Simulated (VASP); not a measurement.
Input of a VASP 6.6.1 run:

The input INCAR:

```
PREC = Accurate
ENCUT = 520
EDIFF = 1E-6
ISMEAR = -1
SIGMA = 0.05
LREAL = False
LASPH = True
NELM = 80
ALGO = Normal
ISIF = 2
LWAVE = False
LCHARG = True
GGA = PS
LELF = True
LVHAR = True
NBANDS = 11
```

Contents of KPOINTS:

```
regular mesh
0
Gamma
  12 12 12
```

File POSCAR:

```
NaH
1.0
    0.0000000000      2.3956768562      2.3956768562
    2.3956768562      0.0000000000      2.3956768562
    2.3956768562      2.3956768562      0.0000000000
Na H
1 1
Direct
    0.0000000000      0.0000000000      0.0000000000
    0.5000000000      0.5000000000      0.5000000000
```

Potentials or basis: VASP PAW PBE potentials, release 64 (Na_pv, H).

The run is started by

```sh
$ cat potpaw_PBE.64/Na_pv/POTCAR potpaw_PBE.64/H/POTCAR > POTCAR
$ mpirun -np 1 vasp_std > vasp.out
```

Question: Estimate the band gap on the k mesh.

Answer: 3.60 eV (least direct gap 4.51 eV).

Question: Predict the pressure.

Answer: 0.0 GPa.

Caveat: the PAW data sets were made with another functional, which shifts forces and pressure a little. A k mesh can miss the band edges.
